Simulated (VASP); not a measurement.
Here is a VASP 6.6.1 calculation.

The input INCAR:

```
SYSTEM = Hf6Be
PREC = Accurate
ENCUT = 520
EDIFF = 1E-6
ISMEAR = 0
SIGMA = 0.1
LREAL = .False.
LASPH = .True.
NELM = 100
ALGO = Fast
ISIF = 2
LWAVE = .False.
LCHARG = .True.
GGA = PE
LELF = .True.
LVHAR = .True.
NBANDS = 40
```

The input KPOINTS:

```
regular mesh
0
Gamma
  6 6 6
  0 0 0
```

File POSCAR:

```
Hf6Be
1.0
    7.1651714157      0.0000000000      0.0000000000
    0.0000000000      7.1651714157      0.0000000000
    0.0000000000      0.0000000000      7.1651714157
Hf Be
6 1
Direct
    0.2181817726      0.5000000000      0.5000000000
    0.5000000000      0.5000000000      0.7818182274
    0.5000000000      0.5000000000      0.2181817726
    0.5000000000      0.2181817726      0.5000000000
    0.5000000000      0.7818182274      0.5000000000
    0.7818182274      0.5000000000      0.5000000000
    0.0000000000      0.0000000000      0.0000000000
```

Potentials or basis: VASP PAW PBE potentials, release 64 (Hf_pv, Be).

Command:

```console
$ cat potpaw_PBE.64/Hf_pv/POTCAR potpaw_PBE.64/Be/POTCAR > POTCAR
$ mpirun -np 1 vasp_std > vasp.out
```

Task: Predict the pressure.

Result: -0.1 GPa.

Task: Estimate the largest force.

Result: 0.099 eV/Å.

Task: Estimate the band gap on the k mesh.

Result: Zero (bands 31 and 32 overlap by 0.37 eV).

Forces on the atoms (eV/Å):
```
Hf   0.099  0.000  0.000
Hf   0.000  0.000 -0.099
Hf   0.000  0.000  0.099
Hf   0.000  0.099  0.000
Hf   0.000 -0.099  0.000
Hf  -0.099  0.000  0.000
Be   0.000  0.000  0.000
```

Caveat: spin-orbit coupling is left out, which moves the levels of the heavy elements.
